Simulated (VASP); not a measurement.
# CoPtO2 (R-3m) in VASP: further runs, part 2 of 2

VASP 6.6.1.

## 4. Single point, LDA, collinear spin, ferromagnetic start

INCAR reads:

```
SYSTEM = CoPtO2
PREC     = Accurate       ! precision mode
ENCUT    = 520            ! plane-wave cutoff, eV
EDIFF    = 1E-7           ! SCF threshold, eV
ISMEAR   = -1             ! smearing method
SIGMA    = 0.05           ! smearing width, eV
LREAL    = .FALSE.        ! projectors in reciprocal space
LASPH    = .TRUE.         ! aspherical terms in the spheres
NELM     = 150            ! most SCF steps
ALGO     = Normal         ! electronic algorithm
ISIF     = 2              ! what is computed and relaxed
LWAVE    = .FALSE.        ! write WAVECAR
LCHARG   = .FALSE.        ! write CHGCAR
ISPIN    = 2              ! spin polarisation
MAGMOM   = 0 2 0 0        ! initial moments
LORBIT   = 11             ! projections on sites
LMAXMIX  = 4              ! l up to which the mixer works
GGA      = CA             ! functional
NBANDS   = 28             ! bands
```

KPOINTS reads:

```
Automatic mesh
0
G
  11 11 11
  0 0 0
```

POSCAR reads:

```
CoPtO2
1.0
    1.3834399927      0.7987294522      5.8181430658
   -1.3834399927      0.7987294522      5.8181430658
    0.0000000000     -1.5974589044      5.8181430658
Pt Co O
1 1 2
Direct
    0.0000000000      0.0000000000      0.0000000000
    0.5000000000      0.5000000000      0.5000000000
    0.1122440300      0.1122440300      0.1122440300
    0.8877559700      0.8877559700      0.8877559700
```

Potentials or basis: VASP PAW LDA potentials, release 64 (Pt, Co, O).

On the command line:

```
> cat potpaw_LDA.64/Pt/POTCAR potpaw_LDA.64/Co/POTCAR potpaw_LDA.64/O/POTCAR > POTCAR
> mpirun -np 1 vasp_std > vasp.out
```

OUTCAR:

```text
SYSTEM = CoPtO2
   PREC = Accurate
   ENCUT = 520
   EDIFF = 1E-7
   ISMEAR = -1
   LREAL = .FALSE.
   LASPH = .TRUE.
   NELM = 150
   ISIF = 2
   ISPIN = 2
   LORBIT = 11
   GGA = CA

 ion  position               nearest neighbor table
   1  0.000  0.000  0.000-   3 1.96   4 1.96
   2  0.500  0.500  0.500-   3 1.86   3 1.86   4 1.86   4 1.86   3 1.86   4 1.86
   3  0.112  0.112  0.112-   2 1.86   2 1.86   2 1.86   1 1.96
   4  0.888  0.888  0.888-   2 1.86   2 1.86   2 1.86   1 1.96

  LATTYP: Found a trigonal (rhomboedric) cell.
 ALAT       =     6.0334619983
 COS(alpha) =     0.8948480128

  Lattice vectors:

 A1 = (   1.3834399927,   0.7987294522,   5.8181430658)
 A2 = (  -1.3834399927,   0.7987294522,   5.8181430658)
 A3 = (   0.0000000000,  -1.5974589044,   5.8181430658)

Analysis of symmetry for initial positions (statically):
=====================================================================
 Subroutine PRICEL returns:
 Original cell was already a primitive cell.

 Routine SETGRP: Setting up the symmetry group for a
 trigonal (rhombohedral) supercell.

 Subroutine GETGRP returns: Found 12 space group operations
 (whereof 12 operations were pure point group operations)
 out of a pool of 12 trial point group operations.

The static configuration has the point symmetry D_3d.

Analysis of symmetry for dynamics (positions and initial velocities):
=====================================================================
 Subroutine PRICEL returns:
 Original cell was already a primitive cell.

 Routine SETGRP: Setting up the symmetry group for a
 trigonal (rhombohedral) supercell.

 Subroutine GETGRP returns: Found 12 space group operations
 (whereof 12 operations were pure point group operations)
 out of a pool of 12 trial point group operations.

The dynamic configuration has the point symmetry D_3d.

Analysis of structural, dynamic, and magnetic symmetry:
=====================================================================
 Subroutine PRICEL returns:
 Original cell was already a primitive cell.
[... 165 lines left out ...]
 cond. band min:       9.7585145662   @ k =   0.4545   0.4545   0.0000
 fundamental gap:      0.1890512487
 Fermi energy:         9.6523661174

 spin component 1

 k-point     1 :       0.0000    0.0000    0.0000
  band No.  band energies     occupation
      1     -12.4889      1.00000
      2     -10.2798      1.00000
      3      -0.8804      1.00000
      4       1.8909      1.00000
      5       2.4353      1.00000
      6       2.4353      1.00000
[... 709 lines left out ...]
     26      27.7674      0.00000
     27      28.0300      0.00000

 [... further k-points ...]

 spin component 2

 k-point     1 :       0.0000    0.0000    0.0000
  band No.  band energies     occupation
      1     -12.4889      1.00000
      2     -10.2799      1.00000
      3      -0.8804      1.00000
      4       1.8909      1.00000
      5       2.4353      1.00000
      6       2.4353      1.00000
[... 709 lines left out ...]
     26      27.7674      0.00000
     27      28.0300      0.00000

 [... further k-points ...]

 [bands above 27 left out]

------------------------ aborting loop because EDIFF is reached ----------------------------------------

  FORCE on cell =-STRESS in cart. coord.  units (eV):
  Direction    XX          YY          ZZ          XY          YZ          ZX
  --------------------------------------------------------------------------------------
  -------------------------------------------------------------------------------------
  Total        1.3954983      1.3954983      1.8945202      0.0000000      0.0000000      0.0000000
  in kB       57.9621149     57.9621149     78.6890212      0.0000000      0.0000000      0.0000000
  external PRESSURE =      64.8710837 kB  Pullay stress =       0.0000000 kB

 VOLUME and BASIS-vectors are now :
 -----------------------------------------------------------------------------
  energy-cutoff  :      520.00
  volume of cell :       38.57
      direct lattice vectors                 reciprocal lattice vectors
     1.383439993  0.798729452  5.818143066     0.361417917  0.208664731  0.057292048
    -1.383439993  0.798729452  5.818143066    -0.361417917  0.208664731  0.057292048
     0.000000000 -1.597458904  5.818143066     0.000000000 -0.417329463  0.057292048

 POSITION                                       TOTAL-FORCE (eV/Angst)
 -----------------------------------------------------------------------------------
      0.00000      0.00000      0.00000         0.000000     -0.000000     -0.000000
      0.00000      0.00000      8.72721        -0.000000     -0.000000     -0.000000
      0.00000      0.00000      1.95916         0.000000     -0.000000     -0.026576
      0.00000      0.00000     15.49527         0.000000      0.000000      0.026576
 -----------------------------------------------------------------------------------
    total drift:                               -0.000000      0.000000     -0.000000

  FREE ENERGIE OF THE ION-ELECTRON SYSTEM (eV)
  ---------------------------------------------------
  free  energy   TOTEN  =       -30.9036369226 eV

  energy  without entropy=      -30.8998715845  energy(sigma->0) =      -30.90175425

 total charge

# of ion       s       p       d       tot
------------------------------------------
    1        0.687   0.652   8.065   9.404
    2        0.471   0.761   7.471   8.703
    3        1.545   3.477   0.000   5.022
    4        1.545   3.477   0.000   5.022
--------------------------------------------------
tot          4.247   8.367  15.536  28.150

 magnetization (x)

# of ion       s       p       d       tot
------------------------------------------
    1       -0.000  -0.000  -0.000  -0.000
    2       -0.000  -0.000   0.000   0.000
    3       -0.000  -0.000   0.000  -0.000
    4       -0.000  -0.000   0.000  -0.000
--------------------------------------------------
tot         -0.000  -0.000   0.000   0.000
```

stdout:

```text
POSCAR found type information on POSCAR PtCoO
 POSCAR found :  3 types and       4 ions
 scaLAPACK will be used
 LDA part: xc-table for (Slater(with rela. corr.)+CA(PZ))
 , standard interpolation
 POSCAR, INCAR and KPOINTS ok, starting setup
 FFT: planning ... GRIDC
 FFT: planning ... GRID_SOFT
 FFT: planning ... GRID
 WAVECAR not read
 entering main loop
```

Wall time 12 min (1 thread of Intel Xeon 6975P-C (Granite Rapids), shared host); peak memory 0.46 GiB.

Results:

| Item | Value |
| --- | --- |
| Free energy | -30.9036 eV |
| Pressure | 6.5 GPa |
| Largest force | 0.027 eV/Å |
| Net moment | 0.00 μB per cell |
| Valence electrons inside the program's atomic spheres | Pt 9.40; Co 8.70; O 5.02 |

Forces on the atoms (eV/Å):
```
Pt   0.000  0.000  0.000
Co   0.000  0.000  0.000
O    0.000  0.000 -0.027
O    0.000  0.000  0.027
```

Stress tensor (GPa, compression positive):
```
5.80 0.00 0.00
0.00 5.80 0.00
0.00 0.00 7.87
```

Levels at points of the mesh, in eV from the Fermi level:
Spin up:
```tsv
k point	band 14	band 15	band 16	band 17	band 18	band 19
(0.00, 0.00, 0.00)	-1.85	-1.85	-1.67	1.88	1.88	3.06
```
Spin down:
```tsv
k point	band 13	band 14	band 15	band 16	band 17	band 18	band 19	band 20
(0.00, 0.00, 0.00)	-2.16	-1.85	-1.85	-1.67	1.88	1.88	3.06	5.30
```

Caveat: the cell stands under pressure; spin-orbit coupling is left out, which moves the levels of the heavy elements; semilocal functionals often make such compounds metallic where correlation or magnetic order opens a gap, which also shifts bond lengths. With open d or f shells a metallic result of LDA can be an artefact of self-interaction; +U or a hybrid may open a gap.

## 5. Single point, LDA, collinear spin, ferromagnetic start

This run uses another cell than the first one, of 9.85 Å³/atom.

INCAR reads:

```
SYSTEM = CoPtO2
  PREC = Accurate
  ENCUT = 520
  EDIFF = 1E-7
  ISMEAR = -1
  SIGMA = 0.05
  LREAL = .False.
  LASPH = .True.
  NELM = 150
  ALGO = Normal
  ISIF = 2
  LWAVE = .False.
  LCHARG = .False.
  ISPIN = 2
  MAGMOM = 0 2 0 0
  LORBIT = 11
  LMAXMIX = 4
  NBANDS = 28
```

KPOINTS reads:

```
Automatic mesh
0
Gamma
  11 11 11
  0 0 0
```

POSCAR reads:

```
CoPtO2
1.0
    1.3931828489      0.8043544928      5.8591172543
   -1.3931828489      0.8043544928      5.8591172543
    0.0000000000     -1.6087089856      5.8591172543
Pt Co O
1 1 2
Direct
    0.0000000000      0.0000000000      0.0000000000
    0.5000000000      0.5000000000      0.5000000000
    0.1122440300      0.1122440300      0.1122440300
    0.8877559700      0.8877559700      0.8877559700
```

On the command line:

```
> cat potpaw_LDA.64/Pt/POTCAR potpaw_LDA.64/Co/POTCAR potpaw_LDA.64/O/POTCAR > POTCAR
> mpirun -np 1 vasp_std > vasp.out
```

Wall time 12 min (1 thread of Intel Xeon 6975P-C (Granite Rapids), shared host); peak memory 0.46 GiB.

Results (log left out):

```
Free energy                                           : -30.9206 eV
Pressure                                              : -0.2 GPa
Largest force                                         : 0.014 eV/Å
Net moment                                            : 0.00 μB per cell
Valence electrons inside the program's atomic spheres : Pt 9.34; Co 8.63; O 5.01
```

Forces on the atoms (eV/Å):
```
Pt   0.000  0.000  0.000
Co   0.000  0.000  0.000
O    0.000  0.000  0.014
O    0.000  0.000 -0.014
```

Levels at points of the mesh, in eV from the Fermi level:
Spin up:
```tsv
k point	band 12	band 13	band 14	band 15	band 16	band 17	band 18	band 19	band 20	band 21
(0.00, 0.00, 0.00)	-2.06	-2.06	-1.77	-1.77	-1.60	1.85	1.85	2.95	5.33	9.18
```
Spin down:
```
           k point  band 13  band 14  band 15  band 16  band 17  band 18  band 19  band 20
(0.00, 0.00, 0.00)    -2.06    -1.77    -1.77    -1.60     1.85     1.85     2.95     5.33
```

Caveat: spin-orbit coupling is left out, which moves the levels of the heavy elements; semilocal functionals often make such compounds metallic where correlation or magnetic order opens a gap, which also shifts bond lengths.
